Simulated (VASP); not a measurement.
# AlN (P6_3mc) in VASP: relaxation of cell and atoms with PBE

Aim: the relaxation of cell and atoms of AlN with PBE.

Program: VASP 6.6.1. These are calculated values, not measurements. Logs are shortened: lines on timing, memory, paths and dates and some standing lists are left out, and cuts for length are marked.

## Step 1: The cell of the first run

It takes space group P6_3mc (No. 186, hexagonal). Conventional cell: a = 3.129 Å, b = 3.129 Å, c = 5.017 Å, α = 90.00°, β = 90.00°, γ = 120.00°. Within 2.5 Å of Al (site symmetry 3m) lie 4 N at 1.90 to 1.91 Å. N (site symmetry 3m) has 4 Al at 1.90 to 1.91 Å within 2.5 Å.

## Step 2: Relaxation of cell and atoms, PBE

Input file INCAR:

```
SYSTEM = AlN
PREC     = Accurate       ! precision mode
ENCUT    = 600            ! plane-wave cutoff, eV
EDIFF    = 1E-6           ! SCF threshold, eV
ISMEAR   = 0              ! smearing method
SIGMA    = 0.02           ! smearing width, eV
LREAL    = .False.        ! projectors in reciprocal space
LASPH    = .True.         ! aspherical terms in the spheres
NELM     = 100            ! most SCF steps
ALGO     = Normal         ! electronic algorithm
ISIF     = 3              ! what is computed and relaxed
LWAVE    = .False.        ! write WAVECAR
LCHARG   = .False.        ! write CHGCAR
GGA      = PE             ! functional
IBRION   = 2              ! ionic algorithm
NSW      = 100            ! ionic steps
EDIFFG   = -0.005         ! ionic threshold
```

Input file KPOINTS:

```
regular mesh
0
Gamma
  9 9 4
  0 0 0
```

Input file POSCAR:

```
AlN
1.0
    3.1285881360      0.0000000000      0.0000000000
   -1.5642940680      2.7094368037      0.0000000000
    0.0000000000      0.0000000000      5.0169550000
Al N
2 2
Direct
    0.6666666700      0.3333333300      0.4992870000
    0.3333333300      0.6666666700      0.9992870000
    0.6666666700      0.3333333300      0.8807130000
    0.3333333300      0.6666666700      0.3807130000
```

Potentials or basis: VASP PAW PBE potentials, release 64 (Al, N).

On the command line:

```sh
cat potpaw_PBE.64/Al/POTCAR potpaw_PBE.64/N/POTCAR > POTCAR
mpirun -np 1 vasp_std > vasp.out
```

OUTCAR:

```text
SYSTEM = AlN
   PREC = Accurate
   ENCUT = 600
   EDIFF = 1E-6
   ISMEAR = 0
   LREAL = .False.
   LASPH = .True.
   NELM = 100
   ISIF = 3
   GGA = PE
   IBRION = 2
   NSW = 100
   EDIFFG = -0.005

 ion  position               nearest neighbor table
   1  0.667  0.333  0.499-   4 1.90   4 1.90   4 1.90   3 1.91   2 3.09   2 3.09   2 3.09   2 3.09
                             2 3.09   2 3.09
   2  0.333  0.667  0.999-   3 1.90   3 1.90   3 1.90   4 1.91   1 3.09   1 3.09   1 3.09   1 3.09
                             1 3.09   1 3.09
   3  0.667  0.333  0.881-   2 1.90   2 1.90   2 1.90   1 1.91
   4  0.333  0.667  0.381-   1 1.90   1 1.90   1 1.90   2 1.91

  LATTYP: Found a hexagonal cell.
 ALAT       =     3.1285881360
 C/A-ratio  =     1.6035843588

  Lattice vectors:

 A1 = (   3.1285881360,   0.0000000000,   0.0000000000)
 A2 = (  -1.5642940680,   2.7094368037,   0.0000000000)
 A3 = (   0.0000000000,   0.0000000000,   5.0169550000)

Analysis of symmetry for initial positions (statically):
=====================================================================
 Subroutine PRICEL returns:
 Original cell was already a primitive cell.

 Routine SETGRP: Setting up the symmetry group for a
 hexagonal supercell.

 Subroutine GETGRP returns: Found 12 space group operations
 (whereof  6 operations were pure point group operations)
 out of a pool of 24 trial point group operations.

The static configuration has the point symmetry C_3v.
 The point group associated with its full space group is C_6v.

Analysis of symmetry for dynamics (positions and initial velocities):
=====================================================================
 Subroutine PRICEL returns:
 Original cell was already a primitive cell.

 Routine SETGRP: Setting up the symmetry group for a
 hexagonal supercell.

 Subroutine GETGRP returns: Found 12 space group operations
 (whereof  6 operations were pure point group operations)
 out of a pool of 24 trial point group operations.

The dynamic configuration has the point symmetry C_3v.
 The point group associated with its full space group is C_6v.

 Subroutine INISYM returns: Found 12 space group operations
 (whereof  6 operations are pure point group operations),
 and found     1 'primitive' translations

----------------------------------------------------------------------------------------

                                     Primitive cell

  volume of cell :      42.5273

  direct lattice vectors                    reciprocal lattice vectors
     3.128588136  0.000000000  0.000000000     0.319632996  0.184540196  0.000000000
    -1.564294068  2.709436804  0.000000000     0.000000000  0.369080393  0.000000000
     0.000000000  0.000000000  5.016955000     0.000000000  0.000000000  0.199324092

  length of vectors
     3.128588136  3.128588136  5.016955000     0.369080393  0.369080393  0.199324092

  position of ions in fractional coordinates (direct lattice)
     0.666666670  0.333333330  0.499287000
     0.333333330  0.666666670  0.999287000
     0.666666670  0.333333330  0.880713000
     0.333333330  0.666666670  0.380713000

  ion indices of the primitive-cell ions
   primitive index   ion index
                 1           1
                 2           2
                 3           3
                 4           4

----------------------------------------------------------------------------------------

 KPOINTS: regular mesh

Automatic generation of k-mesh.
 Grid dimensions read from file:
 generate k-points for:    9    9    4

 Generating k-lattice:

  Cartesian coordinates                     Fractional coordinates (reciprocal lattice)
     0.035514777  0.020504466  0.000000000     0.111111111  0.000000000  0.000000000
     0.000000000  0.041008933  0.000000000     0.000000000  0.111111111  0.000000000
     0.000000000  0.000000000  0.049831023     0.000000000  0.000000000  0.250000000

  Length of vectors
     0.041008933  0.041008933  0.049831023

  Shift w.r.t. Gamma in fractional coordinates (k-lattice)
     0.000000000  0.000000000  0.000000000

 Subroutine IBZKPT returns following result:
 ===========================================

 Found     36 irreducible k-points:

 Following reciprocal coordinates:
            Coordinates               Weight
  0.000000  0.000000  0.000000      1.000000
  0.111111  0.000000  0.000000      6.000000
  0.222222  0.000000  0.000000      6.000000
  0.333333  0.000000  0.000000      6.000000
  0.444444  0.000000  0.000000      6.000000
  0.111111  0.111111  0.000000      6.000000
[... 16 lines left out ...]
  0.333333  0.222222  0.250000     24.000000
  0.333333  0.333333  0.250000      4.000000
 [... further k-points ...]
   k-points           NKPTS =     36   k-points in BZ     NKDIM =     36   number of bands    NBANDS=     12
   number of dos      NEDOS =    301   number of ions     NIONS =      4
   total plane-waves  NPLWV =  31360
   dimension x,y,z NGX =    28 NGY =   28 NGZ =   40
   dimension x,y,z NGXF=    56 NGYF=   56 NGZF=   80
   ions per type =               2   2
   NGX,Y,Z   is equivalent  to a cutoff of  14.88, 14.88, 13.25 a.u.
   NGXF,Y,Z  is equivalent  to a cutoff of  29.76, 29.76, 26.51 a.u.
 SYSTEM =  AlN
   PREC   = accura    normal or accurate (medium, high low for compatibility)
   ISTART =      0    job   : 0-new  1-cont  2-samecut
   ICHARG =      2    charge: 1-file 2-atom 10-const
   ISPIN  =      1    spin polarized calculation?
   LNONCOLLINEAR =      F non collinear calculations
   LSORBIT =      F    spin-orbit coupling
   LASPH  =      T    aspherical Exc in radial PAW
   ENCUT  =  600.0 eV  44.10 Ry    6.64 a.u.   6.25  6.25 10.02*2*pi/ulx,y,z
   NELM   =    100;   NELMIN=  2; NELMDL= -5     # of ELM steps
   EDIFF  = 0.1E-05   stopping-criterion for ELM
   LREAL  =      F    real-space projection
   EDIFFG = -.5E-02   stopping-criterion for IOM
   NSW    =    100    number of steps for IOM
   IBRION =      2    ionic relax: 0-MD 1-quasi-New 2-CG
   NFREE  =      1    steps in history (QN), initial steepest desc. (CG)
   ISIF   =      3    stress and relaxation
   ISYM   =      2    0-nonsym 1-usesym 2-fastsym
   POTIM  = 0.5000    time-step for ionic-motion
   TEBEG  =    0.0;   TEEND  =   0.0 temperature during run
   PSTRESS=    0.0 pullay stress
   NELECT =      16.0000    total number of electrons
   NUPDOWN=      -1.0000    fix difference up-down
   EMIN   =  10.00;   EMAX   =-10.00  energy-range for DOS
   EFERMI =   0.00;   METHOD = LEGACY
   ISMEAR =     0;   SIGMA  =   0.02  broadening in eV -4-tet -1-fermi 0-gaus
   EFERMI_NEDOS =   21; number of points for ismear=-14 and -15
   IALGO  =     38    algorithm
   IMIX   =      4    mixing-type and parameters
     AMIX     =   0.40;   BMIX     =  1.00
     AMIX_MAG =   1.60;   BMIX_MAG =  1.00
  volume/ion in A,a.u.               =      10.63        71.75
  Fermi-wavevector in a.u.,A,eV,Ry     =   1.181841  2.233355 19.003903  1.396747
  Thomas-Fermi vector in A             =   2.318106
   LORBIT       =      0    0 simple, 1 ext, 2 COOP (PROOUT), +10 PAW based schemes
   GGA     = PE    functional components
   LHFCALC =     F    Hartree Fock is set to
   AEXX    =    0.0000 exact exchange contribution
   IVDW    =     0    specifies the selected vdW correction
   LEPSILON=     F    determine dielectric tensor
   LRPA    =     F    only Hartree local field effects (RPA)
 conjugate gradient relaxation of ions
 non-spin polarized calculation
 Gauss-broadening in eV      SIGMA  =   0.02
  energy-cutoff  :      600.00
  volume of cell :       42.53
 maximum number of plane-waves:      1434
 NGX is ok and might be reduce to    28
   NGX = 13   NGY = 13   NGZ = 21

--------------------------------------- Ionic step        1  -------------------------------------------

 number of electron      15.9999999 magnetization

 Free energy of the ion-electron system (eV)
  ---------------------------------------------------
  ext. energy  EPLUGINS =         0.00000000
  ---------------------------------------------------
  free energy    TOTEN  =       -29.78354152 eV

  energy without entropy =      -29.78354152  energy(sigma->0) =      -29.78354152

------------------------ aborting loop because EDIFF is reached ----------------------------------------

  FORCE on cell =-STRESS in cart. coord.  units (eV):
  Direction    XX          YY          ZZ          XY          YZ          ZX
  --------------------------------------------------------------------------------------
  -------------------------------------------------------------------------------------
  Total       -0.0322172     -0.0322172     -0.0352455      0.0000000      0.0000000      0.0000000
  in kB       -1.2137543     -1.2137543     -1.3278429      0.0000000      0.0000000      0.0000000
  external PRESSURE =      -1.2517838 kB  Pullay stress =       0.0000000 kB
[... 61 lines left out ...]
  energy  without entropy=      -29.7835535666  energy(sigma->0) =      -29.78355357

--------------------------------------- Ionic step        3  -------------------------------------------

 number of electron      15.9999999 magnetization

 Free energy of the ion-electron system (eV)
  ---------------------------------------------------
  ext. energy  EPLUGINS =         0.00000000
  ---------------------------------------------------
  free energy    TOTEN  =       -29.78355819 eV

  energy without entropy =      -29.78355819  energy(sigma->0) =      -29.78355819

 E-fermi :   6.0844     XC(G=0): -10.8358

 val. band max:        5.9814096560   @ k =   0.0000   0.0000   0.0000
 cond. band min:      10.0436297247   @ k =   0.0000   0.0000   0.0000
 fundamental gap:      4.0622200687
 Fermi energy:         6.0844172301

 k-point     1 :       0.0000    0.0000    0.0000
  band No.  band energies     occupation
      1      -9.0967      2.00000
      2      -7.0092      2.00000
      3       0.0673      2.00000
      4       5.1387      2.00000
      5       5.1387      2.00000
      6       5.7811      2.00000
      7       5.7811      2.00000
      8       5.9814      2.00000
      9      10.0436      0.00000
     10      12.5112      0.00000
     11      16.4534      0.00000
     12      17.0270      0.00000
[... 331 lines left out ...]
 k-point    24 :       0.3333    0.3333    0.2500
  band No.  band energies     occupation
      1      -6.6374      2.00000
      2      -6.6374      2.00000
      3       1.4989      2.00000
      4       1.5879      2.00000
      5       1.5879      2.00000
      6       3.0862      2.00000
      7       4.5179      2.00000
      8       4.5179      2.00000
      9      11.8493      0.00000
     10      14.1255      0.00000
     11      14.5275      0.00000
     12      14.5275      0.00000

 [... further k-points ...]

------------------------ aborting loop because EDIFF is reached ----------------------------------------

  FORCE on cell =-STRESS in cart. coord.  units (eV):
  Direction    XX          YY          ZZ          XY          YZ          ZX
  --------------------------------------------------------------------------------------
  -------------------------------------------------------------------------------------
  Total        0.0025441      0.0025441     -0.0067727      0.0000000     -0.0000000      0.0000000
  in kB        0.0959183      0.0959183     -0.2553458      0.0000000     -0.0000000      0.0000000
  external PRESSURE =      -0.0211697 kB  Pullay stress =       0.0000000 kB
[... 19 lines left out ...]
  FREE ENERGIE OF THE ION-ELECTRON SYSTEM (eV)
  ---------------------------------------------------
  free  energy   TOTEN  =       -29.7835581916 eV

  energy  without entropy=      -29.7835581916  energy(sigma->0) =      -29.78355819

 reached required accuracy - stopping structural energy minimisation
```

Run time: 20 s. Hardware: 1 thread of Intel Xeon Platinum 8488C (Sapphire Rapids), shared host; peak memory 0.18 GiB.

What came out:

```
Free energy                            : -29.7836 eV
Relaxed volume                         : 10.62 Å³/atom
Relaxed cell                           : a = 3.128 Å, b = 3.128 Å, c = 5.016 Å, α = 90.00°, β = 90.00°, γ = 120.00°
Space group after relaxing (to 0.05 Å) : P6_3mc (No. 186)
Energy gained by relaxing              : 0.0 meV/atom
Ionic steps                            : 3
Pressure after relaxing                : 0.0 GPa
Band gap on the k mesh                 : 4.06 eV, direct
```

Final structure:
```cif
data_structure
_symmetry_space_group_name_H-M 'P 1'
_symmetry_Int_Tables_number 1
_cell_length_a 3.1278
_cell_length_b 3.1278
_cell_length_c 5.0156
_cell_angle_alpha 90.000
_cell_angle_beta 90.000
_cell_angle_gamma 120.000
_cell_volume 42.50
loop_
_atom_site_label
_atom_site_type_symbol
_atom_site_fract_x
_atom_site_fract_y
_atom_site_fract_z
_atom_site_occupancy
Al1 Al 0.66667 0.33333 0.49927 1
Al2 Al 0.33333 0.66667 0.99927 1
N1 N 0.66667 0.33333 0.88073 1
N2 N 0.33333 0.66667 0.38073 1
```
